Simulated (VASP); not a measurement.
# SrTe (Fm-3m) in VASP: a series of runs

SrTe is run at these levels: PBEsol; tasks: relaxation of the atoms.

Everything below comes from runs of VASP 6.6.1. Logs are shortened: lines on timing, memory, paths and dates and some standing lists are left out, and cuts for length are marked.

## Step 1: The cell of the first run

Symmetry: Fm-3m, No. 225, cubic system. The conventional cell has a = 6.480 Å, b = 6.480 Å, c = 6.480 Å, α = 90.00°, β = 90.00°, γ = 90.00°. Sr (site symmetry m-3m) has 6 Te at 3.24 Å within 4.3 Å. Within 4.3 Å of Te (site symmetry m-3m) lie 6 Sr at 3.24 Å.

## Step 2: Relaxation of the atoms, PBEsol

INCAR reads:

```
SYSTEM = SrTe
ALGO = Normal
EDIFF = 1E-7
EDIFFG = -0.01
ENCUT = 450
GGA = PS
GGA_COMPAT = .False.
IBRION = 2
ISIF = 2
ISMEAR = -1
LASPH = .True.
LCHARG = .False.
LREAL = .False.
LWAVE = .False.
NELM = 120
NELMIN = 4
NSW = 50
PREC = Accurate
SIGMA = 0.03
```

KPOINTS reads:

```
k-points
0
Gamma
  7 7 7
  0 0 0
```

POSCAR reads:

```
SrTe
1.0
    0.0000000000      3.2400233687      3.2400233687
    3.2400233687      0.0000000000      3.2400233687
    3.2400233687      3.2400233687      0.0000000000
Sr Te
1 1
Direct
    0.0000000000      0.0000000000      0.0000000000
    0.5000000000      0.5000000000      0.5000000000
```

Potentials or basis: VASP PAW PBE potentials, release 64 (Sr_sv, Te).

Run with:

```
> cat potpaw_PBE.64/Sr_sv/POTCAR potpaw_PBE.64/Te/POTCAR > POTCAR
> mpirun -np 1 vasp_std > vasp.out
```

OUTCAR:

```text
SYSTEM = SrTe
   EDIFF = 1E-7
   EDIFFG = -0.01
   ENCUT = 450
   GGA = PS
   IBRION = 2
   ISIF = 2
   ISMEAR = -1
   LASPH = .True.
   LREAL = .False.
   NELM = 120
   NELMIN = 4
   NSW = 50
   PREC = Accurate

 ion  position               nearest neighbor table
   1  0.000  0.000  0.000-   2 3.24   2 3.24   2 3.24   2 3.24   2 3.24   2 3.24
   2  0.500  0.500  0.500-   1 3.24   1 3.24   1 3.24   1 3.24   1 3.24   1 3.24

  LATTYP: Found a face centered cubic cell.
 ALAT       =     6.4800467374

  Lattice vectors:

 A1 = (   0.0000000000,   3.2400233687,   3.2400233687)
 A2 = (   3.2400233687,   0.0000000000,   3.2400233687)
 A3 = (   3.2400233687,   3.2400233687,   0.0000000000)

Analysis of symmetry for initial positions (statically):
=====================================================================
 Subroutine PRICEL returns:
 Original cell was already a primitive cell.

 Routine SETGRP: Setting up the symmetry group for a
 face centered cubic supercell.

 Subroutine GETGRP returns: Found 48 space group operations
 (whereof 48 operations were pure point group operations)
 out of a pool of 48 trial point group operations.

The static configuration has the point symmetry O_h .

Analysis of symmetry for dynamics (positions and initial velocities):
=====================================================================
 Subroutine PRICEL returns:
 Original cell was already a primitive cell.

 Routine SETGRP: Setting up the symmetry group for a
 face centered cubic supercell.

 Subroutine GETGRP returns: Found 48 space group operations
 (whereof 48 operations were pure point group operations)
 out of a pool of 48 trial point group operations.

The dynamic configuration has the point symmetry O_h .

 Subroutine INISYM returns: Found 48 space group operations
 (whereof 48 operations are pure point group operations),
 and found     1 'primitive' translations

----------------------------------------------------------------------------------------

                                     Primitive cell

  volume of cell :      68.0259

  direct lattice vectors                    reciprocal lattice vectors
     0.000000000  3.240023369  3.240023369    -0.154319875  0.154319875  0.154319875
     3.240023369  0.000000000  3.240023369     0.154319875 -0.154319875  0.154319875
     3.240023369  3.240023369  0.000000000     0.154319875  0.154319875 -0.154319875

  length of vectors
     4.582084990  4.582084990  4.582084990     0.267289863  0.267289863  0.267289863

  position of ions in fractional coordinates (direct lattice)
     0.000000000  0.000000000  0.000000000
     0.500000000  0.500000000  0.500000000

  ion indices of the primitive-cell ions
   primitive index   ion index
                 1           1
                 2           2

----------------------------------------------------------------------------------------

 KPOINTS: k-points

Automatic generation of k-mesh.
 Grid dimensions read from file:
 generate k-points for:    7    7    7

 Generating k-lattice:

  Cartesian coordinates                     Fractional coordinates (reciprocal lattice)
    -0.022045696  0.022045696  0.022045696     0.142857143  0.000000000  0.000000000
     0.022045696 -0.022045696  0.022045696     0.000000000  0.142857143  0.000000000
     0.022045696  0.022045696 -0.022045696     0.000000000  0.000000000  0.142857143

  Length of vectors
     0.038184266  0.038184266  0.038184266

  Shift w.r.t. Gamma in fractional coordinates (k-lattice)
     0.000000000  0.000000000  0.000000000

 Subroutine IBZKPT returns following result:
 ===========================================

 Found     20 irreducible k-points:

 Following reciprocal coordinates:
            Coordinates               Weight
  0.000000  0.000000  0.000000      1.000000
  0.142857  0.000000  0.000000      8.000000
  0.285714  0.000000  0.000000      8.000000
  0.428571  0.000000  0.000000      8.000000
  0.142857  0.142857  0.000000      6.000000
  0.285714  0.142857  0.000000     24.000000
[... 12 lines left out ...]
 -0.428571  0.428571  0.142857     24.000000
 -0.285714  0.428571  0.142857     24.000000
   k-points           NKPTS =     20   k-points in BZ     NKDIM =     20   number of bands    NBANDS=     12
   number of dos      NEDOS =    301   number of ions     NIONS =      2
   total plane-waves  NPLWV =  32768
   dimension x,y,z NGX =    32 NGY =   32 NGZ =   32
   dimension x,y,z NGXF=    64 NGYF=   64 NGZF=   64
   ions per type =               1   1
   NGX,Y,Z   is equivalent  to a cutoff of  11.61, 11.61, 11.61 a.u.
   NGXF,Y,Z  is equivalent  to a cutoff of  23.22, 23.22, 23.22 a.u.
 SYSTEM =  SrTe
   PREC   = accura    normal or accurate (medium, high low for compatibility)
   ISTART =      0    job   : 0-new  1-cont  2-samecut
   ICHARG =      2    charge: 1-file 2-atom 10-const
   ISPIN  =      1    spin polarized calculation?
   LNONCOLLINEAR =      F non collinear calculations
   LSORBIT =      F    spin-orbit coupling
   LASPH  =      T    aspherical Exc in radial PAW
   ENCUT  =  450.0 eV  33.07 Ry    5.75 a.u.   7.93  7.93  7.93*2*pi/ulx,y,z
   NELM   =    120;   NELMIN=  4; NELMDL= -5     # of ELM steps
   EDIFF  = 0.1E-06   stopping-criterion for ELM
   LREAL  =      F    real-space projection
   EDIFFG = -.1E-01   stopping-criterion for IOM
   NSW    =     50    number of steps for IOM
   IBRION =      2    ionic relax: 0-MD 1-quasi-New 2-CG
   NFREE  =      1    steps in history (QN), initial steepest desc. (CG)
   ISIF   =      2    stress and relaxation
   ISYM   =      2    0-nonsym 1-usesym 2-fastsym
   POTIM  = 0.5000    time-step for ionic-motion
   TEBEG  =    0.0;   TEEND  =   0.0 temperature during run
   PSTRESS=    0.0 pullay stress
   NELECT =      16.0000    total number of electrons
   NUPDOWN=      -1.0000    fix difference up-down
   EMIN   =  10.00;   EMAX   =-10.00  energy-range for DOS
   EFERMI =   0.00;   METHOD = LEGACY
   ISMEAR =    -1;   SIGMA  =   0.03  broadening in eV -4-tet -1-fermi 0-gaus
   EFERMI_NEDOS =   21; number of points for ismear=-14 and -15
   IALGO  =     38    algorithm
   IMIX   =      4    mixing-type and parameters
     AMIX     =   0.40;   BMIX     =  1.00
     AMIX_MAG =   1.60;   BMIX_MAG =  1.00
  volume/ion in A,a.u.               =      34.01       229.53
  Fermi-wavevector in a.u.,A,eV,Ry     =   1.010547  1.909658 13.894351  1.021206
  Thomas-Fermi vector in A             =   2.143543
   LORBIT       =      0    0 simple, 1 ext, 2 COOP (PROOUT), +10 PAW based schemes
   GGA     = PS    functional components
   LHFCALC =     F    Hartree Fock is set to
   AEXX    =    0.0000 exact exchange contribution
   IVDW    =     0    specifies the selected vdW correction
   LEPSILON=     F    determine dielectric tensor
   LRPA    =     F    only Hartree local field effects (RPA)
 conjugate gradient relaxation of ions
 non-spin polarized calculation
  energy-cutoff  :      450.00
  volume of cell :       68.03
 maximum number of plane-waves:      1492
   NGX = 15   NGY = 15   NGZ = 15

 number of electron      15.9999999 magnetization

 Free energy of the ion-electron system (eV)
  ---------------------------------------------------
  ext. energy  EPLUGINS =         0.00000000
  ---------------------------------------------------
  free energy    TOTEN  =        -8.80078761 eV

  energy without entropy =       -8.80078761  energy(sigma->0) =       -8.80078761

 E-fermi :   3.9559     XC(G=0):  -9.0152

 val. band max:        3.3598980192   @ k =   0.0000   0.0000   0.0000
 cond. band min:       4.7844856986   @ k =   0.4286   0.4286   0.0000
 fundamental gap:      1.4245876794
 Fermi energy:         3.9559278529

 k-point     1 :       0.0000    0.0000    0.0000
  band No.  band energies     occupation
      1     -31.0253      2.00000
      2     -13.0635      2.00000
      3     -13.0635      2.00000
      4     -13.0635      2.00000
      5      -6.9349      2.00000
      6       3.3599      2.00000
      7       3.3599      2.00000
      8       3.3599      2.00000
      9       6.4402      0.00000
     10       6.4684      0.00000
     11       6.4684      0.00000
     12       6.4684      0.00000

 k-point     2 :       0.1429    0.0000    0.0000
  band No.  band energies     occupation
      1     -31.0240      2.00000
      2     -13.1027      2.00000
      3     -13.0648      2.00000
      4     -13.0648      2.00000
      5      -6.7925      2.00000
      6       2.4318      2.00000
      7       3.0123      2.00000
      8       3.0123      2.00000
      9       6.4209      0.00000
     10       6.7653      0.00000
     11       6.7653      0.00000
     12       7.5558      0.00000

 k-point     3 :       0.2857    0.0000    0.0000
  band No.  band energies     occupation
      1     -31.0209      2.00000
      2     -13.1874      2.00000
      3     -13.0679      2.00000
      4     -13.0679      2.00000
      5      -6.4520      2.00000
      6       1.1057      2.00000
      7       2.4438      2.00000
      8       2.4438      2.00000
      9       6.5573      0.00000
     10       7.5036      0.00000
     11       7.5036      0.00000
     12       9.1353      0.00000
[... 226 lines left out ...]
 k-point    19 :      -0.4286    0.4286    0.1429
  band No.  band energies     occupation
      1     -31.0160      2.00000
      2     -13.1830      2.00000
      3     -13.1265      2.00000
      4     -13.1147      2.00000
      5      -6.3080      2.00000
      6       1.1743      2.00000
      7       2.0348      2.00000
      8       2.0758      2.00000
      9       5.8025      0.00000
     10       7.9558      0.00000
     11       8.7428      0.00000
     12       9.2952      0.00000

 k-point    20 :      -0.2857    0.4286    0.1429
  band No.  band energies     occupation
      1     -31.0158      2.00000
      2     -13.1658      2.00000
      3     -13.1585      2.00000
      4     -13.1094      2.00000
      5      -6.2458      2.00000
      6       1.3072      2.00000
      7       1.5127      2.00000
      8       1.9843      2.00000
      9       6.7126      0.00000
     10       7.7790      0.00000
     11       8.2498      0.00000
     12       9.3919      0.00000

------------------------ aborting loop because EDIFF is reached ----------------------------------------

  FORCE on cell =-STRESS in cart. coord.  units (eV):
  Direction    XX          YY          ZZ          XY          YZ          ZX
  --------------------------------------------------------------------------------------
  -------------------------------------------------------------------------------------
  Total        1.0618510      1.0618510      1.0618510      0.0000000      0.0000000     -0.0000000
  in kB       25.0091958     25.0091958     25.0091958      0.0000000      0.0000000     -0.0000000
  external PRESSURE =      25.0091958 kB  Pullay stress =       0.0000000 kB

 VOLUME and BASIS-vectors are now :
 -----------------------------------------------------------------------------
  energy-cutoff  :      450.00
  volume of cell :       68.03
      direct lattice vectors                 reciprocal lattice vectors
     0.000000000  3.240023369  3.240023369    -0.154319875  0.154319875  0.154319875
     3.240023369  0.000000000  3.240023369     0.154319875 -0.154319875  0.154319875
     3.240023369  3.240023369  0.000000000     0.154319875  0.154319875 -0.154319875

 POSITION                                       TOTAL-FORCE (eV/Angst)
 -----------------------------------------------------------------------------------
      0.00000      0.00000      0.00000        -0.000000     -0.000000      0.000000
      3.24002      3.24002      3.24002         0.000000      0.000000     -0.000000
 -----------------------------------------------------------------------------------
    total drift:                                0.000000     -0.000000     -0.000000

  FREE ENERGIE OF THE ION-ELECTRON SYSTEM (eV)
  ---------------------------------------------------
  free  energy   TOTEN  =        -8.8007876133 eV

  energy  without entropy=       -8.8007876133  energy(sigma->0) =       -8.80078761

 reached required accuracy - stopping structural energy minimisation
```

Run time: 16 s. Hardware: 1 thread of AMD EPYC 7R43 (Zen 3), shared host; peak memory 0.14 GiB.

Results:

* Free energy: -8.8008 eV
* Pressure after relaxing: 2.5 GPa
* Band gap on the k mesh: 1.42 eV (least direct gap 2.22 eV)

Final structure:
```cif
data_structure
_symmetry_space_group_name_H-M 'P 1'
_symmetry_Int_Tables_number 1
_cell_length_a 4.5821
_cell_length_b 4.5821
_cell_length_c 4.5821
_cell_angle_alpha 60.000
_cell_angle_beta 60.000
_cell_angle_gamma 60.000
_cell_volume 68.03
loop_
_atom_site_label
_atom_site_type_symbol
_atom_site_fract_x
_atom_site_fract_y
_atom_site_fract_z
_atom_site_occupancy
Sr1 Sr 0.00000 0.00000 0.00000 1
Te1 Te 0.50000 0.50000 0.50000 1
```

Caveat: the relaxation stopped at its first step, so nothing moved; the PAW data sets were made with another functional, which shifts forces and pressure a little; spin-orbit coupling is left out, which moves the levels of the heavy elements; an odd mesh through Γ misses points on the zone boundary, where band edges can lie.

## Step 3: Relaxation of the atoms, PBEsol

This run uses another cell than the first one, of 37.79 Å³/atom.

INCAR reads:

```
SYSTEM = SrTe
PREC = Accurate
ENCUT = 450
EDIFF = 1E-7
ISMEAR = -1
SIGMA = 0.03
LREAL = .False.
LASPH = .True.
NELM = 120
ALGO = Normal
ISIF = 2
LWAVE = .False.
LCHARG = .False.
GGA = PS
IBRION = 2
NSW = 50
EDIFFG = -0.01
GGA_COMPAT = .False.
NELMIN = 4
```

KPOINTS reads:

```
regular mesh
0
Gamma
  7 7 7
  0 0 0
```

POSCAR reads:

```
SrTe
1.0
    0.0000000000      3.3558353104      3.3558353104
    3.3558353104      0.0000000000      3.3558353104
    3.3558353104      3.3558353104      0.0000000000
Sr Te
1 1
Direct
    0.0000000000      0.0000000000      0.0000000000
    0.5000000000      0.5000000000      0.5000000000
```

Potentials or basis: VASP PAW PBE potentials, release 64 (Sr_sv, Te).

Run with:

```
> cat potpaw_PBE.64/Sr_sv/POTCAR potpaw_PBE.64/Te/POTCAR > POTCAR
> mpirun -np 1 vasp_std > vasp.out
```

OUTCAR:

```text
SYSTEM = SrTe
   PREC = Accurate
   ENCUT = 450
   EDIFF = 1E-7
   ISMEAR = -1
   LREAL = .False.
   LASPH = .True.
   NELM = 120
   ISIF = 2
   GGA = PS
   IBRION = 2
   NSW = 50
   EDIFFG = -0.01
   NELMIN = 4

 ion  position               nearest neighbor table
   1  0.000  0.000  0.000-   2 3.36   2 3.36   2 3.36   2 3.36   2 3.36   2 3.36
   2  0.500  0.500  0.500-   1 3.36   1 3.36   1 3.36   1 3.36   1 3.36   1 3.36

  LATTYP: Found a face centered cubic cell.
 ALAT       =     6.7116706208

  Lattice vectors:

 A1 = (   0.0000000000,   3.3558353104,   3.3558353104)
 A2 = (   3.3558353104,   0.0000000000,   3.3558353104)
 A3 = (   3.3558353104,   3.3558353104,   0.0000000000)

Analysis of symmetry for initial positions (statically):
=====================================================================
 Subroutine PRICEL returns:
 Original cell was already a primitive cell.

 Routine SETGRP: Setting up the symmetry group for a
 face centered cubic supercell.

 Subroutine GETGRP returns: Found 48 space group operations
[... 172 lines left out ...]
      3     -14.0636      2.00000
      4     -14.0636      2.00000
      5      -7.3731      2.00000
      6       2.5747      2.00000
      7       2.5747      2.00000
      8       2.5747      2.00000
      9       5.1780      0.00000
     10       5.8073      0.00000
     11       5.8073      0.00000
     12       5.8073      0.00000
[... 271 lines left out ...]
 k-point    20 :      -0.2857    0.4286    0.1429
  band No.  band energies     occupation
      1     -32.0553      2.00000
      2     -14.1258      2.00000
      3     -14.1229      2.00000
      4     -14.0923      2.00000
      5      -6.8405      2.00000
      6       0.7745      2.00000
      7       0.9314      2.00000
      8       1.3867      2.00000
      9       5.9756      0.00000
     10       6.9400      0.00000
     11       7.1849      0.00000
     12       8.2325      0.00000

------------------------ aborting loop because EDIFF is reached ----------------------------------------

  FORCE on cell =-STRESS in cart. coord.  units (eV):
  Direction    XX          YY          ZZ          XY          YZ          ZX
  --------------------------------------------------------------------------------------
  -------------------------------------------------------------------------------------
  Total       -0.6702940     -0.6702940     -0.6702940      0.0000000      0.0000000     -0.0000000
  in kB      -14.2083613    -14.2083613    -14.2083613      0.0000000      0.0000000     -0.0000000
  external PRESSURE =     -14.2083613 kB  Pullay stress =       0.0000000 kB

 VOLUME and BASIS-vectors are now :
 -----------------------------------------------------------------------------
  energy-cutoff  :      450.00
  volume of cell :       75.58
      direct lattice vectors                 reciprocal lattice vectors
     0.000000000  3.355835310  3.355835310    -0.148994201  0.148994201  0.148994201
     3.355835310  0.000000000  3.355835310     0.148994201 -0.148994201  0.148994201
     3.355835310  3.355835310  0.000000000     0.148994201  0.148994201 -0.148994201

 POSITION                                       TOTAL-FORCE (eV/Angst)
 -----------------------------------------------------------------------------------
      0.00000      0.00000      0.00000        -0.000000     -0.000000     -0.000000
      3.35584      3.35584      3.35584         0.000000      0.000000      0.000000
 -----------------------------------------------------------------------------------
    total drift:                                0.000000      0.000000      0.000000

  FREE ENERGIE OF THE ION-ELECTRON SYSTEM (eV)
  ---------------------------------------------------
  free  energy   TOTEN  =        -8.8189669337 eV

  energy  without entropy=       -8.8189669337  energy(sigma->0) =       -8.81896693

 reached required accuracy - stopping structural energy minimisation
```

CONTCAR:

```text
SrTe
   1.00000000000000
     0.0000000000000000    3.3558353103999998    3.3558353103999998
     3.3558353103999998    0.0000000000000000    3.3558353103999998
     3.3558353103999998    3.3558353103999998    0.0000000000000000
  Sr              Te
     1     1
Direct
     0.0000000000000000    0.0000000000000000    0.0000000000000000
     0.5000000000000000    0.5000000000000000    0.5000000000000000

  0.00000000E+00  0.00000000E+00  0.00000000E+00
  0.00000000E+00  0.00000000E+00  0.00000000E+00
```

Wall time 24 s (1 thread of AMD EPYC 7R43 (Zen 3), shared host); peak memory 0.17 GiB.

What came out:

| Property | Result |
| --- | --- |
| Free energy | -8.8190 eV |
| Pressure after relaxing | -1.4 GPa |
| Band gap on the k mesh | 1.72 eV (least direct gap 2.44 eV) |

Final structure:
```
Sr Te
1.0
     0.00000    3.35584    3.35584
     3.35584    0.00000    3.35584
     3.35584    3.35584    0.00000
Sr Te
1 1
Direct
  0.00000 0.00000 0.00000
  0.50000 0.50000 0.50000
```

Caveat: the relaxation stopped at its first step, so nothing moved; the PAW data sets were made with another functional, which shifts forces and pressure a little; spin-orbit coupling is left out, which moves the levels of the heavy elements; an odd mesh through Γ misses points on the zone boundary, where band edges can lie.
